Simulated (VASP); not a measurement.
Set up this calculation in VASP 6.6.1, as the native input.

| Item | Value |
| --- | --- |
| Task | single point |
| Functional | HSE06 |
| Potentials or basis | VASP PAW PBE potentials, release 64 (Mg, S) |
| Cutoff | 520 eV |
| k mesh | 6 × 6 × 6 |
| Occupations | gaussian, width 0.01 eV |
| Spin | no spin polarisation |
| Dipole correction | no |
| Grid for exact exchange (PRECFOCK) | Normal |
| Further INCAR settings | ALGO = Normal; EDIFF = 1e-06; NBANDS = 11 |
| Screening parameter | 0.2079 1/Å |

MgS:

```
Mg S
1.0
    -0.07622    2.60152    2.60152
     2.60152   -0.07622    2.60152
     2.52529    2.52529    0.00000
Mg S
1 1
Direct
  0.00000 0.00000 0.00000
  0.50000 0.50000 0.50000
```

This cell differs from its parent crystal: shear xy strain -5.9%.

These files were run (other wordings do the same):

POSCAR

```
MgS
1.0
   -0.0762244756      2.6015179370      2.6015179370
    2.6015179370     -0.0762244756      2.6015179370
    2.5252934615      2.5252934615      0.0000000000
Mg S
1 1
Direct
    0.0000000000      0.0000000000      0.0000000000
    0.5000000000      0.5000000000      0.5000000000
```

INCAR.step1

```
  ALGO = Normal
  EDIFF = 1E-5
  ENCUT = 520
  GGA = PE
  ISIF = 2
  ISMEAR = 0
  LASPH = True
  LREAL = False
  LWAVE = True
  NBANDS = 11
  NELM = 100
  PREC = Accurate
  SIGMA = 0.01
```

INCAR.step2

```
  ALGO = Normal
  EDIFF = 1E-6
  ENCUT = 520
  GGA = PE
  HFSCREEN = 0.2079
  ISIF = 2
  ISMEAR = 0
  ISTART = 1
  LASPH = True
  LCHARG = True
  LELF = True
  LHFCALC = True
  LREAL = False
  LVHAR = True
  LWAVE = False
  NBANDS = 11
  NELM = 100
  PREC = Accurate
  PRECFOCK = Normal
  SIGMA = 0.01
```

KPOINTS

```
k-points
0
Gamma
  6 6 6
```

Potentials or basis: VASP PAW PBE potentials, release 64 (Mg, S).

Command:

```console
$ cat potpaw_PBE.64/Mg/POTCAR potpaw_PBE.64/S/POTCAR > POTCAR
$ cp INCAR.step1 INCAR
$ mpirun -np 1 vasp_std > vasp.out
$ cp INCAR.step2 INCAR
$ mpirun -np 1 vasp_std > vasp.out
```

It gave:

```yaml
Pressure: -0.6 GPa
Band_gap_on_the_k_mesh: 3.32 eV, indirect (least direct gap 4.45 eV)
```

Caveat: the cell differs from its parent crystal (shear xy strain -5.9%); the PAW data sets were made with another functional, which shifts forces and pressure a little.

Run time: 30 min on 1 thread of Intel Xeon 6975P-C, on a shared host, peak memory 0.29 GiB.
